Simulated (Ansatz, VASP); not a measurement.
## Two plane-wave programs on Ni

File INCAR:

```
ALGO     = Normal         # electronic algorithm
EDIFF    = 1E-6           # SCF threshold, eV
ENCUT    = 520            # plane-wave cutoff, eV
GGA      = PS             # functional
ISIF     = 2              # what is computed and relaxed
ISMEAR   = -1             # smearing method
ISPIN    = 2              # spin polarisation
LASPH    = True           # aspherical terms in the spheres
LCHARG   = False          # write CHGCAR
LMAXMIX  = 4              # l up to which the mixer works
LORBIT   = 11             # projections on sites
LREAL    = False          # projectors in reciprocal space
LWAVE    = False          # write WAVECAR
MAGMOM   = 0.558          # initial moments
NBANDS   = 15             # bands
NELM     = 150            # most SCF steps
PREC     = Accurate       # precision mode
SIGMA    = 0.05           # smearing width, eV
```

File KPOINTS:

```
k-points
0
Gamma
  26 26 26
```

The input POSCAR:

```
Ni
1.0
   -1.3778346498      1.3778346498      1.3778346498
    1.3778346498     -1.3778346498      1.3778346498
    1.3778346498      1.3778346498     -1.3778346498
Ni
1
Direct
    0.0000000000      0.0000000000      0.0000000000
```

Input for Ansatz:

```yaml
crystal:
  lattice:
    - [-1.3778346498, 1.3778346498, 1.3778346498]
    - [1.3778346498, -1.3778346498, 1.3778346498]
    - [1.3778346498, 1.3778346498, -1.3778346498]
  atoms:
    - { symbol: Ni, position: [0.0, 0.0, 0.0], spin: 0.558 }
hamiltonian:
  xc: pbesol
  pseudopotentials:
    kind: paw
    azcp:
      Ni: "pseudopotentials/Ni.paw.azcp"
basis:
  ecutwfc: 420
  fft_grid_basis: typed
kpoints:
  mp_grid: { grid: [26, 26, 26], shift: [0, 0, 0] }
magnetization:
  spin_polarized: true
scf:
  occupations: { method: fermi_dirac, width: 0.05 }
output:
  write_density: true
  write_potential: true
  elf: true
  volumetric_format: npy
```

Alike in both runs: task single point; functional PBEsol; k mesh 26 × 26 × 26; occupations fermi-dirac, width 0.05 eV; collinear spin.

|  | VASP | Ansatz |
| --- | --- | --- |
| version | VASP 6.6.1 | Ansatz 0.2.0 |
| potentials or method | VASP PAW PBE potentials, release 64 (Ni), cutoff 520 eV | plane waves (420 eV) with PAW, scalar-relativistic |
| valence electrons in the cell | 10 | 18 |

```tsv
	VASP	Ansatz	Ansatz less VASP
net moment per atom (μB)	0.53	0.54	+0.007
size of the moment on the site where the two differ most (μB)	0.53	0.56	+0.029
```

VASP's potentials were made for PBE, not for PBEsol, and Ansatz warns of the same on its side. Site moments also hang on the region over which each program counts them. With one functional, cell and mesh, what is left measures potentials, basis and numerics. VASP's potentials hold 10 valence electrons a cell and Ansatz's 18, so a difference there can come from the potentials and not from the codes.
